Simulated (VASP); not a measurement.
**Ga: electric field gradients with PBE**

Ga:

```
CELL_PARAMETERS angstrom
1.38300 -4.02650 0.00000
1.38300 4.02650 0.00000
-0.11745 0.00000 3.29663
ATOMIC_POSITIONS crystal
Ga 0.86900 0.13100 0.25000
Ga 0.13100 0.86900 0.75000
```

This cell differs from its parent crystal: zz strain of -1 %.

```yaml
Program: VASP 6.6.1
Task: electric field gradients
Functional: PBE
Potentials_or_basis: VASP PAW PBE potentials, release 64 (Ga_d)
Cutoff: 520 eV
k_mesh: 14 × 14 × 11
Occupations: fermi-dirac, width 0.03 eV
Spin: no spin polarisation
Dipole_correction: no
Further_INCAR_settings: ALGO = Normal; EDIFF = 1e-08; NBANDS = 20
```

```yaml
Pressure: 2.5 GPa
Largest_force: 0.203 eV/Å
Band_gap_on_the_k_mesh: zero (bands 13 and 14 overlap by 8.17 eV)
Largest_electric_field_gradient_by_atom: Ga +24.9 V/Å²
```

Forces on the atoms (eV/Å):
```
Ga   0.000  0.203  0.000
Ga   0.000 -0.203  0.000
```

Stress tensor (GPa, compression positive):
```
 2.56  0.00 -0.04
 0.00  2.45  0.00
-0.04  0.00  2.35
```

Levels at points of the mesh, in eV from the Fermi level:
| k point | band 10 | band 11 | band 12 | band 13 | band 14 | band 15 | band 16 | band 17 |
| --- | --- | --- | --- | --- | --- | --- | --- | --- |
| (0.00, 0.00, 0.00) | -14.66 | -11.33 | -2.19 | -1.64 | 1.79 | 5.58 | 9.61 | 10.28 |
| (0.50, 0.00, 0.00) | -14.68 | -6.15 | -5.11 | -1.43 | -0.05 | 5.91 | 6.65 | 8.61 |
| (0.50, 0.50, 0.00) | -14.72 | -9.20 | -8.69 | 4.15 | 4.74 | 6.01 | 6.23 | 7.46 |

Electric field gradients, principal values (V/Å²):
```tsv
atom	least	middle	greatest (by size)
1 Ga	-6.509	-18.360	24.869
2 Ga	-6.509	-18.360	24.869
```

Run time: 11 min on 1 thread of Intel Xeon 8259CL (shared host), peak memory 0.45 GiB.

Caveat: the cell differs from its parent crystal (zz strain of -1 %); without QUAD_EFG the Cq values of the log hold for a quadrupole moment of 1 mb, not for the nuclei.
